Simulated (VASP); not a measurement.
# HfN (F-43m) in VASP: a series of runs, part 2 of 2

VASP 6.6.1.

### 5 Single point, PBEsol

INCAR reads:

```
SYSTEM = HfN
PREC = Accurate ; ENCUT = 600
EDIFF = 1E-6 ; ISMEAR = 1
SIGMA = 0.1 ; LREAL = .False.
LASPH = .True. ; NELM = 120
ALGO = Normal ; ISIF = 2
LWAVE = .False. ; LCHARG = .True.
GGA = PS ; LELF = .True.
LVHAR = .True. ; NBANDS = 14
GGA_COMPAT = .False.
```

KPOINTS reads:

```
Automatic mesh
0
Gamma
  6 6 6
  0 0 0
```

POSCAR reads:

```
HfN
1.0
    0.0000000000      2.4548220000      2.4548220000
    2.4548220000      0.0000000000      2.4548220000
    2.4548220000      2.4548220000      0.0000000000
Hf N
1 1
Direct
    0.0000000000      0.0000000000      0.0000000000
    0.7500000000      0.7500000000      0.7500000000
```

Potentials or basis: VASP PAW PBE potentials, release 64 (Hf_pv, N).

Command:

```
$ cat potpaw_PBE.64/Hf_pv/POTCAR potpaw_PBE.64/N/POTCAR > POTCAR
$ mpirun -np 1 vasp_std > vasp.out
```

OUTCAR:

```text
SYSTEM = HfN
   PREC = Accurate
   ENCUT = 600
   EDIFF = 1E-6
   ISMEAR = 1
   LREAL = .False.
   LASPH = .True.
   NELM = 120
   ISIF = 2
   GGA = PS

 ion  position               nearest neighbor table
   1  0.000  0.000  0.000-   2 2.13   2 2.13   2 2.13   2 2.13
   2  0.750  0.750  0.750-   1 2.13   1 2.13   1 2.13   1 2.13

  LATTYP: Found a face centered cubic cell.
 ALAT       =     4.9096440000

  Lattice vectors:

 A1 = (   0.0000000000,   2.4548220000,   2.4548220000)
[... 446 lines left out ...]

------------------------ aborting loop because EDIFF is reached ----------------------------------------

  FORCE on cell =-STRESS in cart. coord.  units (eV):
  Direction    XX          YY          ZZ          XY          YZ          ZX
  --------------------------------------------------------------------------------------
  -------------------------------------------------------------------------------------
  Total       -1.1353228     -1.1353228     -1.1353228     -0.0000000     -0.0000000      0.0000000
  in kB      -61.4808610    -61.4808610    -61.4808610     -0.0000000     -0.0000000      0.0000000
  external PRESSURE =     -61.4808610 kB  Pullay stress =       0.0000000 kB

 VOLUME and BASIS-vectors are now :
 -----------------------------------------------------------------------------
  energy-cutoff  :      600.00
  volume of cell :       29.59
      direct lattice vectors                 reciprocal lattice vectors
     0.000000000  2.454822000  2.454822000    -0.203680756  0.203680756  0.203680756
     2.454822000  0.000000000  2.454822000     0.203680756 -0.203680756  0.203680756
     2.454822000  2.454822000  0.000000000     0.203680756  0.203680756 -0.203680756

 POSITION                                       TOTAL-FORCE (eV/Angst)
 -----------------------------------------------------------------------------------
      0.00000      0.00000      0.00000         0.000000     -0.000000     -0.000000
      3.68223      3.68223      3.68223        -0.000000      0.000000      0.000000
 -----------------------------------------------------------------------------------
    total drift:                                0.000000      0.000000      0.000000

  FREE ENERGIE OF THE ION-ELECTRON SYSTEM (eV)
  ---------------------------------------------------
  free  energy   TOTEN  =       -22.2589120481 eV

  energy  without entropy=      -22.2583581574  energy(sigma->0) =      -22.25872742
```

stdout:

```text
POSCAR found type information on POSCAR HfN
 POSCAR found :  2 types and       2 ions
 scaLAPACK will be used
 -----------------------------------------------------------------------------
|                                                                             |
|                                                                             |
|     You enforced a specific xc type in the INCAR file but a different       |
|     I HOPE YOU KNOW WHAT YOU ARE DOING!                                     |
|                                                                             |
 -----------------------------------------------------------------------------

 LDA part: xc-table for (Slater+PW92), standard interpolation
 POSCAR, INCAR and KPOINTS ok, starting setup
 FFT: planning ... GRIDC
 FFT: planning ... GRID_SOFT
 FFT: planning ... GRID
 WAVECAR not read
 entering main loop
```

It took 14 s on 1 thread of AMD EPYC 7R13, shared host; peak memory 0.13 GiB.

What came out:

* Free energy: -22.2589 eV
* Pressure: -6.1 GPa

Levels at points of the mesh, in eV from the Fermi level:
```csv
k point,band 5,band 6,band 7,band 8,band 9,band 10
"(0.00, 0.00, 0.00)",-5.68,-5.68,-5.68,-0.96,1.98,1.98
"(0.50, 0.00, 0.00)",-5.96,-5.10,-5.10,1.31,2.47,2.47
"(0.50, 0.50, 0.00)",-7.15,-3.83,-3.83,-1.37,1.91,3.78
```

Caveat: the k points lie up to 0.37 Å⁻¹ apart; the PAW data sets were made with another functional, which shifts forces and pressure a little; spin-orbit coupling is left out, which moves the levels of the heavy elements.

### 6 Single point, PBEsol

INCAR reads:

```
SYSTEM = HfN
PREC = Accurate
ENCUT = 600
EDIFF = 1E-6
ISMEAR = 1
SIGMA = 0.1
LREAL = .False.
LASPH = .True.
NELM = 120
ALGO = Normal
ISIF = 2
LWAVE = .False.
LCHARG = .False.
GGA = PS
NBANDS = 14
GGA_COMPAT = .False.
```

KPOINTS reads:

```
Automatic mesh
0
Gamma
  7 7 7
  0 0 0
```

POSCAR is that of step 5.

Potentials or basis: VASP PAW PBE potentials, release 64 (Hf_pv, N).

Command:

```
$ cat potpaw_PBE.64/Hf_pv/POTCAR potpaw_PBE.64/N/POTCAR > POTCAR
$ mpirun -np 1 vasp_std > vasp.out
```

It took 14 s on 1 thread of AMD EPYC 7R13, shared host; peak memory 0.13 GiB.

It converged, with:

- Free energy: -22.2453 eV
- Pressure: -6.0 GPa

Levels at points of the mesh, in eV from the Fermi level:
```tsv
k point	band 3	band 4	band 5	band 6	band 7	band 8	band 9	band 10	band 11	band 12
(0.00, 0.00, 0.00)	-31.13	-16.17	-5.53	-5.53	-5.53	-0.80	2.13	2.13	6.51	6.51
```

Caveat: the PAW data sets were made with another functional, which shifts forces and pressure a little; spin-orbit coupling is left out, which moves the levels of the heavy elements.

### 7 The runs side by side

| k mesh | gap on the mesh (eV) | pressure (GPa) |
| --- | --- | --- |
| 3 × 3 × 3 | none | -7.0 |
| 4 × 4 × 4 | none | -5.1 |
| 5 × 5 × 5 | none | -5.7 |
| 6 × 6 × 6 | none | -6.1 |
| 7 × 7 × 7 | none | -6.0 |

Alike in all rows: task single point; level PBEsol; potentials or basis VASP PAW PBE potentials, release 64 (Hf_pv, N); no spin polarisation; cell as given; cutoff (eV) 600; smearing methfessel-paxton 0.1 eV.

Caveats: some runs use coarse meshes; the PAW data sets were made with another functional, which shifts forces and pressure a little; spin-orbit coupling is left out, which moves the levels of the heavy elements.

Absolute energies hang on the potentials; compare differences alone.
